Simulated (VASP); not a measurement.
A run of VASP 6.6.1 is set up as follows.

The input INCAR:

```
ALGO     = Normal         # electronic algorithm
EDIFF    = 1E-8           # SCF threshold, eV
ENCUT    = 600            # plane-wave cutoff, eV
GGA      = CA             # functional
GGA_COMPAT= F            
IBRION   = 8              # ionic algorithm
ISIF     = 2              # what is computed and relaxed
ISMEAR   = 0              # smearing method
LASPH    = T              # aspherical terms in the spheres
LCHARG   = F              # write CHGCAR
LEPSILON = T              # dielectric tensor by DFPT
LREAL    = F              # projectors in reciprocal space
LWAVE    = F              # write WAVECAR
NELM     = 120            # most SCF steps
NSW      = 1              # ionic steps
PREC     = Accurate       # precision mode
SIGMA    = 0.01           # smearing width, eV
```

The input KPOINTS:

```
k-points
0
Gamma
  6 6 4
```

File POSCAR:

```
AlN
1.0
    3.2756596569      0.0000000000      0.0000000000
   -1.6378298285      2.8368044770      0.0000000000
    0.0000000000      0.0000000000      4.1006876265
Al N
2 2
Direct
    0.3333333333      0.6666666667      0.7500000000
    0.6666666667      0.3333333333      0.2500000000
    0.3333333333      0.6666666667      0.2500000000
    0.6666666667      0.3333333333      0.7500000000
```

Potentials or basis: VASP PAW LDA potentials, release 64 (Al, N).

The run is started by

```sh
$ cat potpaw_LDA.64/Al/POTCAR potpaw_LDA.64/N/POTCAR > POTCAR
$ mpirun -np 1 vasp_std > vasp.out
```

(1) Predict the electronic dielectric tensor (diagonal).

(2) Predict the Born charges (mean of the diagonal).

(3) Predict the highest phonon frequency at Γ, LO-TO splitting left out.

Answers

(1) 4.44, 4.44, 4.84.

(2) Al +2.71; N -2.71 e.

(3) 709 cm⁻¹.

Caveat: the k points lie up to 0.38 Å⁻¹ apart.
